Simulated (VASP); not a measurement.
# SiC (P1) in VASP: relaxation of the atoms with PBE

Aim: the relaxation of the atoms of SiC with PBE.

Program: VASP 6.6.1. These are calculated values, not measurements. Logs are shortened: lines on timing, memory, paths and dates and some standing lists are left out, and cuts for length are marked.

### 1 The cell of the first run

The typed cell holds 32 atoms: a = 7.586 Å, b = 7.586 Å, c = 7.586 Å, α = 109.47°, β = 109.47°, γ = 109.47°.

### 2 Relaxation of the atoms, PBE

Input file INCAR:

```
SYSTEM = SiC
PREC = Accurate
ENCUT = 520
EDIFF = 1E-6
ISMEAR = 0
SIGMA = 0.02
LREAL = Auto
LASPH = .True.
NELM = 60
ALGO = Normal
ISIF = 2
LWAVE = .False.
LCHARG = .False.
GGA = PE
IBRION = 2
NSW = 45
EDIFFG = -0.03
KPAR = 2
```

Input file KPOINTS:

```
Automatic mesh
0
Gamma
  2 2 2
  0.5 0.5 0.5
```

Input file POSCAR:

```
SiC
1.0
   -4.3797259396     -4.3797259396      4.3797259396
    4.3797259396     -4.3797259396     -4.3797259396
    4.3797259396      4.3797259396      4.3797259396
Si C
16 16
Direct
    0.2505205857      0.7438378263      0.2465453870
    0.0071279482      0.7462255802      0.5014778496
    0.5008508099      0.4861430081      0.2480692660
    0.2486038302      0.4904203406      0.5022460438
   -0.0005565624      0.5017894555      0.7489083472
    0.7371623932      0.7500339853      0.7471855935
    0.4946680779      0.7464869623      0.0019003387
   -0.0007187515      0.0025054310      0.2609122978
    0.7461345696      0.2426470398      0.2483528360
    0.5064211050      0.2571904694      0.5043299060
    0.2580467153      0.2518074415      0.7489639792
    0.0054030292      0.2506744384      0.0076610590
    0.7522204343      0.4942894383     -0.0065536469
    0.7521527137     -0.0052964568      0.4949682049
    0.5065921114      0.0075411157      0.7563448998
    0.2504181793     -0.0051907253      0.0040547767
    0.2441409043      0.5018043202      0.2452890972
   -0.0113953782      0.4928907305      0.4845728080
    0.5062401013      0.2474347892      0.2454385458
    0.2551933762      0.2585693371      0.4973095877
    0.0198650919      0.2617169559      0.7674956949
    0.7494925453      0.4865241486      0.7479532466
    0.4913541131      0.5050183125     -0.0056341670
    0.9916801201      0.7459858193      0.2446274209
    0.7513246611      0.0072409911      0.2527638677
    0.5030751913     -0.0016107423      0.5007673604
    0.2412154057     -0.0030347645      0.7425683648
   -0.0029776827     -0.0029793013     -0.0050991902
    0.7587450528      0.2455404871      0.0105349933
    0.7515302855      0.7469791957      0.5098990025
    0.5068912015      0.7517315558      0.7576904853
    0.2580950739      0.7540216008     -0.0057270168
```

Potentials or basis: VASP PAW PBE potentials, release 64 (Si, C).

On the command line:

```console
$ cat potpaw_PBE.64/Si/POTCAR potpaw_PBE.64/C/POTCAR > POTCAR
$ mpirun -np 2 vasp_std > vasp.out
```

OUTCAR:

```text
SYSTEM = SiC
   PREC = Accurate
   ENCUT = 520
   EDIFF = 1E-6
   ISMEAR = 0
   LREAL = Auto
   LASPH = .True.
   NELM = 60
   ISIF = 2
   GGA = PE
   IBRION = 2
   NSW = 45
   EDIFFG = -0.03

 ion  position               nearest neighbor table
   1  0.251  0.744  0.247-  17 1.82  26 1.93  32 1.96  24 1.96   7 3.03  12 3.06  16 3.06   5 3.08
                            13 3.09   2 3.09  14 3.11   3 3.15
   2  0.007  0.746  0.501-  18 1.84  27 1.84  24 1.91  30 1.96   5 3.05   8 3.08   4 3.08   1 3.09
                            15 3.09  16 3.11  14 3.12   9 3.12  11 3.13   3 3.14  13 3.15
   3  0.501  0.486  0.248-  19 1.82  23 1.96  30 1.96  17 1.98  10 3.01   9 3.03  16 3.04  12 3.07
                            11 3.09   6 3.10  13 3.13   2 3.14   4 3.14   7 3.14   1 3.15
   4  0.249  0.490  0.502-  20 1.76  18 1.94  31 1.96  17 1.97  11 3.01   8 3.02   6 3.03  10 3.04
                            12 3.06   5 3.07   2 3.08   7 3.10   9 3.11   3 3.14
   5  0.999  0.502  0.749-  22 1.86  32 1.91  21 1.92  18 1.96  13 3.05   2 3.05  10 3.05  16 3.05
                             7 3.07   4 3.07   1 3.08   9 3.10  14 3.14
   6  0.737  0.750  0.747-  31 1.78  30 1.83  28 1.91  22 2.03  15 3.02   4 3.03  10 3.05   7 3.08
                            14 3.08   3 3.10  12 3.10  13 3.11
   7  0.495  0.746  0.002-  32 1.80  23 1.80  31 1.90  25 1.94   1 3.03  16 3.05  14 3.06  11 3.07
                             5 3.07   9 3.07   6 3.08   4 3.10   8 3.13   3 3.14  15 3.14
   8  0.999  0.003  0.261-  25 1.87  24 1.89  20 1.90  28 2.00  14 2.98   4 3.02  11 3.02   9 3.06
                             2 3.08  12 3.11   7 3.13  10 3.14  16 3.15
   9  0.746  0.243  0.248-  25 1.81  19 1.83  29 1.85  18 1.85   3 3.03  15 3.05   8 3.06  14 3.06
                            16 3.07  10 3.07   7 3.07  12 3.10   5 3.10   4 3.11   2 3.12  13 3.14
  10  0.506  0.257  0.504-  22 1.81  20 1.89  19 1.94  26 1.95   3 3.01  13 3.03   4 3.04   5 3.05
                            11 3.05   6 3.05   9 3.07  16 3.10  15 3.11   8 3.14  14 3.15
  11  0.258  0.252  0.749-  23 1.85  27 1.88  21 1.88  20 1.92   4 3.01   8 3.02  15 3.05  10 3.05
                            13 3.06   7 3.07   3 3.09   2 3.13  14 3.13
  12  0.005  0.251  0.008-  17 1.84  29 1.87  28 1.87  21 1.89   1 3.06   4 3.06   3 3.07  13 3.08
                            15 3.09   9 3.10  16 3.10   6 3.10   8 3.11
  13  0.752  0.494  0.993-  22 1.84  24 1.88  29 1.95  23 2.01  15 3.02  10 3.03   5 3.05  11 3.06
                            12 3.08   1 3.09   6 3.11   3 3.13   9 3.14   2 3.15
  14  0.752  0.995  0.495-  25 1.87  26 1.91  30 1.92  21 2.04   8 2.98   7 3.06   9 3.06   6 3.08
                             1 3.11   2 3.12  11 3.13  15 3.14   5 3.14  10 3.15
  15  0.507  0.008  0.756-  29 1.89  26 1.91  31 1.94  27 1.95  13 3.02   6 3.02   9 3.05  11 3.05
                            12 3.09   2 3.09  10 3.11  16 3.12   7 3.14  14 3.14
  16  0.250  0.995  0.004-  32 1.82  19 1.90  28 1.91  27 1.97   3 3.04   7 3.05   5 3.05   1 3.06
                             9 3.07  10 3.10  12 3.10   2 3.11  15 3.12   8 3.15
  17  0.244  0.502  0.245-   1 1.82  12 1.84   4 1.97   3 1.98
  18  0.989  0.493  0.485-   2 1.84   9 1.85   4 1.94   5 1.96
  19  0.506  0.247  0.245-   3 1.82   9 1.83  16 1.90  10 1.94
  20  0.255  0.259  0.497-   4 1.76  10 1.89   8 1.90  11 1.92
  21  0.020  0.262  0.767-  11 1.88  12 1.89   5 1.92  14 2.04
  22  0.749  0.487  0.748-  10 1.81  13 1.84   5 1.86   6 2.03
[... 8 lines left out ...]
  31  0.507  0.752  0.758-   6 1.78   7 1.90  15 1.94   4 1.96
  32  0.258  0.754  0.994-   7 1.80  16 1.82   5 1.91   1 1.96

  LATTYP: Found a body centered cubic cell.
 ALAT       =     8.7594518792

  Lattice vectors:

 A1 = (  -4.3797259396,  -4.3797259396,   4.3797259396)
 A2 = (   4.3797259396,  -4.3797259396,  -4.3797259396)
 A3 = (   4.3797259396,   4.3797259396,   4.3797259396)

Analysis of symmetry for initial positions (statically):
=====================================================================
 Subroutine PRICEL returns:
 Original cell was already a primitive cell.

 Routine SETGRP: Setting up the symmetry group for a
 body centered cubic supercell.

 Subroutine GETGRP returns: Found  1 space group operations
 (whereof  1 operations were pure point group operations)
 out of a pool of 48 trial point group operations.

The static configuration has the point symmetry C_1 .

Analysis of symmetry for dynamics (positions and initial velocities):
=====================================================================
 Subroutine PRICEL returns:
 Original cell was already a primitive cell.

 Routine SETGRP: Setting up the symmetry group for a
 body centered cubic supercell.

 Subroutine GETGRP returns: Found  1 space group operations
 (whereof  1 operations were pure point group operations)
 out of a pool of 48 trial point group operations.

The dynamic configuration has the point symmetry C_1 .

 Subroutine INISYM returns: Found  1 space group operations
[... 117 lines left out ...]
  0.250000  0.250000 -0.250000      2.000000
   k-points           NKPTS =      4   k-points in BZ     NKDIM =      4   number of bands    NBANDS=     81
   number of dos      NEDOS =    301   number of ions     NIONS =     32
   total plane-waves  NPLWV = 175616
   dimension x,y,z NGX =    56 NGY =   56 NGZ =   56
   dimension x,y,z NGXF=   112 NGYF=  112 NGZF=  112
   ions per type =              16  16
   NGX,Y,Z   is equivalent  to a cutoff of  12.27, 12.27, 12.27 a.u.
   NGXF,Y,Z  is equivalent  to a cutoff of  24.54, 24.54, 24.54 a.u.
 SYSTEM =  SiC
   PREC   = accura    normal or accurate (medium, high low for compatibility)
   ISTART =      0    job   : 0-new  1-cont  2-samecut
   ICHARG =      2    charge: 1-file 2-atom 10-const
   ISPIN  =      1    spin polarized calculation?
   LNONCOLLINEAR =      F non collinear calculations
   LSORBIT =      F    spin-orbit coupling
   LASPH  =      T    aspherical Exc in radial PAW
   ENCUT  =  520.0 eV  38.22 Ry    6.18 a.u.  14.10 14.10 14.10*2*pi/ulx,y,z
   NELM   =     60;   NELMIN=  2; NELMDL= -5     # of ELM steps
   EDIFF  = 0.1E-05   stopping-criterion for ELM
   LREAL  =      T    real-space projection
   EDIFFG = -.3E-01   stopping-criterion for IOM
   NSW    =     45    number of steps for IOM
   IBRION =      2    ionic relax: 0-MD 1-quasi-New 2-CG
   NFREE  =      1    steps in history (QN), initial steepest desc. (CG)
   ISIF   =      2    stress and relaxation
   ISYM   =      2    0-nonsym 1-usesym 2-fastsym
   POTIM  = 0.5000    time-step for ionic-motion
   TEBEG  =    0.0;   TEEND  =   0.0 temperature during run
   PSTRESS=    0.0 pullay stress
   NELECT =     128.0000    total number of electrons
   NUPDOWN=      -1.0000    fix difference up-down
   EMIN   =  10.00;   EMAX   =-10.00  energy-range for DOS
   EFERMI =   0.00;   METHOD = LEGACY
   ISMEAR =     0;   SIGMA  =   0.02  broadening in eV -4-tet -1-fermi 0-gaus
   EFERMI_NEDOS =   21; number of points for ismear=-14 and -15
   IALGO  =     38    algorithm
   IMIX   =      4    mixing-type and parameters
     AMIX     =   0.40;   BMIX     =  1.00
     AMIX_MAG =   1.60;   BMIX_MAG =  1.00
  volume/ion in A,a.u.               =      10.50        70.87
  Fermi-wavevector in a.u.,A,eV,Ry     =   1.186710  2.242556 19.160817  1.408280
  Thomas-Fermi vector in A             =   2.322877
   LORBIT       =      0    0 simple, 1 ext, 2 COOP (PROOUT), +10 PAW based schemes
   GGA     = PE    functional components
   LHFCALC =     F    Hartree Fock is set to
   AEXX    =    0.0000 exact exchange contribution
   IVDW    =     0    specifies the selected vdW correction
   LEPSILON=     F    determine dielectric tensor
   LRPA    =     F    only Hartree local field effects (RPA)
 conjugate gradient relaxation of ions
 non-spin polarized calculation
 Gauss-broadening in eV      SIGMA  =   0.02
  energy-cutoff  :      520.00
  volume of cell :      336.05
 maximum number of plane-waves:      9092
   NGX = 29   NGY = 29   NGZ = 29

--------------------------------------- Ionic step        1  -------------------------------------------

 number of electron     128.0000002 magnetization

 Free energy of the ion-electron system (eV)
  ---------------------------------------------------
  ext. energy  EPLUGINS =         0.00000000
  ---------------------------------------------------
  free energy    TOTEN  =      -238.83722398 eV

  energy without entropy =     -238.83722398  energy(sigma->0) =     -238.83722398

------------------------ aborting loop because EDIFF is reached ----------------------------------------

  FORCE on cell =-STRESS in cart. coord.  units (eV):
  Direction    XX          YY          ZZ          XY          YZ          ZX
  --------------------------------------------------------------------------------------
  -------------------------------------------------------------------------------------
  Total        4.0764558      3.5739984      2.3139286     -2.5449076      0.3024818     -3.1681416
  in kB       19.4353569     17.0397863     11.0321396    -12.1333803      1.4421453    -15.1047789
  external PRESSURE =      15.8357609 kB  Pullay stress =       0.0000000 kB
[... 179 lines left out ...]
  FREE ENERGIE OF THE ION-ELECTRON SYSTEM (eV)
  ---------------------------------------------------
  free  energy   TOTEN  =      -240.7647029773 eV

  energy  without entropy=     -240.7647029773  energy(sigma->0) =     -240.76470298

[... ionic steps 4 to 11 ...]

--------------------------------------- Ionic step       12  -------------------------------------------

 number of electron     127.9999992 magnetization

------------------------ aborting loop because EDIFF is reached ----------------------------------------
[... 127 lines left out ...]
--------------------------------------- Ionic step       14  -------------------------------------------

 number of electron     127.9999992 magnetization

 Free energy of the ion-electron system (eV)
  ---------------------------------------------------
  ext. energy  EPLUGINS =         0.00000000
  ---------------------------------------------------
  free energy    TOTEN  =      -240.96282135 eV

  energy without entropy =     -240.96282135  energy(sigma->0) =     -240.96282135

 E-fermi :   7.4969     XC(G=0): -11.2906

 val. band max:        7.3405300133   @ k =   0.2500   0.2500   0.2500
 cond. band min:      10.0281266515   @ k =   0.2500  -0.2500   0.2500
 fundamental gap:      2.6875966383
 Fermi energy:         7.4968695108

 k-point     1 :       0.2500    0.2500    0.2500
  band No.  band energies     occupation
      1      -6.1652      2.00000
      2      -6.1648      2.00000
      3      -6.1645      2.00000
      4      -6.1640      2.00000
      5      -3.4512      2.00000
      6      -3.4509      2.00000
[... 305 lines left out ...]
     75      13.2563      0.00000
     76      13.2568      0.00000
 [bands above 76 left out]

------------------------ aborting loop because EDIFF is reached ----------------------------------------

  FORCE on cell =-STRESS in cart. coord.  units (eV):
  Direction    XX          YY          ZZ          XY          YZ          ZX
  --------------------------------------------------------------------------------------
  -------------------------------------------------------------------------------------
  Total       -0.0665401     -0.0471166     -0.0695653      0.0249952     -0.0153117      0.0566433
  in kB       -0.3172441     -0.2246384     -0.3316670      0.1191697     -0.0730019      0.2700586
  external PRESSURE =      -0.2911832 kB  Pullay stress =       0.0000000 kB
[... 47 lines left out ...]
  FREE ENERGIE OF THE ION-ELECTRON SYSTEM (eV)
  ---------------------------------------------------
  free  energy   TOTEN  =      -240.9628213482 eV

  energy  without entropy=     -240.9628213482  energy(sigma->0) =     -240.96282135

 reached required accuracy - stopping structural energy minimisation
```

It took 9.1 min on 2 MPI ranks of Intel Xeon Platinum 8488C (Sapphire Rapids), shared host; peak memory 0.47 GiB.

What came out:

| Property | Result |
| --- | --- |
| Free energy | -240.9628 eV |
| Energy gained by relaxing | 66.4 meV/atom |
| Ionic steps | 14 |
| Pressure after relaxing | 0.0 GPa |
| Largest force after relaxing | 0.011 eV/Å |
| Band gap on the k mesh | 2.69 eV |

Forces in eV/Å, atoms in the order of the input:
```
Si  -0.001  0.001 -0.002
Si   0.001  0.004 -0.004
Si   0.004  0.002  0.002
Si   0.000  0.001  0.004
Si   0.002 -0.002  0.000
Si  -0.007  0.001  0.000
Si  -0.002 -0.005  0.002
Si   0.003  0.001  0.003
Si   0.000  0.004  0.003
Si  -0.001  0.001  0.005
Si  -0.005 -0.003 -0.002
Si   0.001 -0.002  0.002
Si  -0.001  0.004  0.000
Si  -0.002  0.007  0.003
Si  -0.004  0.001  0.003
Si   0.004 -0.003  0.001
C   -0.002 -0.002 -0.003
C    0.003 -0.003  0.001
C    0.004  0.000 -0.003
C    0.001  0.003  0.000
C    0.002  0.001 -0.003
C    0.006 -0.004  0.000
C   -0.001  0.003 -0.001
C   -0.001 -0.002  0.001
C   -0.003  0.000 -0.001
C    0.000 -0.001 -0.001
C    0.005 -0.001  0.003
C   -0.003  0.001 -0.002
C   -0.002 -0.007 -0.008
C   -0.002 -0.006  0.000
C    0.002 -0.002 -0.003
C   -0.002  0.007  0.003
```

The path:
```csv
step,energy change (eV),largest force (eV/Å),pressure (GPa)
1,0.0000,3.4876,1.58
2,-1.1908,2.8006,0.71
3,-1.9275,1.0496,0.08
4,-2.0759,0.4720,0.00
5,-2.0806,0.3612,-0.01
6,-2.1133,0.1575,-0.02
7,-2.1138,0.1793,-0.02
8,-2.1218,0.1022,-0.03
9,-2.1219,0.1084,-0.03
10,-2.1249,0.0495,-0.03
11,-2.1249,0.0580,-0.03
12,-2.1255,0.0315,-0.03
13,-2.1255,0.0305,-0.03
14,-2.1256,0.0109,-0.03
```

Final structure:
```
Si C
1.0
    -4.37973   -4.37973    4.37973
     4.37973   -4.37973   -4.37973
     4.37973    4.37973    4.37973
Si C
16 16
Direct
  0.25095 0.74876 0.25021
  0.00091 0.74872 0.50017
  0.50092 0.49871 0.25015
  0.25090 0.49874 0.50017
  0.00090 0.49870 0.75016
  0.75091 0.74876 0.75023
  0.50089 0.74873 0.00020
  0.00091 0.99873 0.25017
  0.75091 0.24873 0.25017
  0.50087 0.24872 0.50011
  0.25094 0.24875 0.75021
  0.00090 0.24872 0.00019
  0.75094 0.49874 0.00017
  0.75095 0.99878 0.50020
  0.50091 0.99875 0.75020
  0.25087 0.99867 0.00011
  0.25095 0.49871 0.25020
  0.00091 0.49867 0.50016
  0.50091 0.24864 0.25011
  0.25094 0.24872 0.50018
  0.00097 0.24871 0.75022
  0.75090 0.49864 0.75013
  0.50098 0.49875 0.00021
  0.00093 0.74870 0.25018
  0.75094 0.99873 0.25021
  0.50095 0.99874 0.50022
  0.25090 0.99867 0.75013
  0.00095 0.99873 0.00022
  0.75094 0.24869 0.00023
  0.75091 0.74870 0.50022
  0.50093 0.74870 0.75022
  0.25093 0.74873 0.00018
```

Caveat: a shifted mesh leaves out Γ, where band edges can lie. A k mesh can miss the band edges.
